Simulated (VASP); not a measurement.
The system is HPbNO4.

```
H Pb N O
1.0
     4.27531   -0.00040    0.00636
    -2.08399    5.20775   -0.04907
    -2.12377   -1.86574    4.91491
H Pb N O
1 1 1 4
Direct
  0.99073 0.03330 0.90994
  0.50274 0.81989 0.14287
  0.00838 0.47408 0.50265
  0.99816 0.92741 0.02877
  0.19467 0.73435 0.60852
  0.81673 0.35882 0.24556
  0.01381 0.33121 0.65217
```

Base run:

| Quantity | Value |
| --- | --- |
| Program | VASP 6.6.1 |
| Functional | revPBE |
| Potentials or basis | VASP PAW PBE potentials, release 64 (H, Pb_d, N, O) |
| Cutoff | 520 eV |
| k mesh | 6 × 4 × 4 |
| Occupations | fermi-dirac, width 0.05 eV |
| Spin | no spin polarisation |

Its results: band gap on the k mesh 2.88 eV (least direct gap 3.17 eV); pressure 2.5 GPa; largest force 0.604 eV/Å.

Problem. The run is repeated on the same cell with these changes: functional from revPBE to LDA; potentials or basis from VASP PAW PBE potentials, release 64 (H, Pb_d, N, O) to VASP PAW LDA potentials, release 64 (H, Pb_d, N, O). What comes out?

Solution. Band gap on the k mesh 2.77 eV (least direct gap 3.10 eV); pressure -4.4 GPa; largest force 0.634 eV/Å.

Caveats: spin-orbit coupling is left out, which moves the levels of the heavy elements; the PAW data sets were made with another functional, which shifts forces and pressure a little (at least some runs); the cell stands under tension (at least some runs).

A k mesh can miss the band edges.
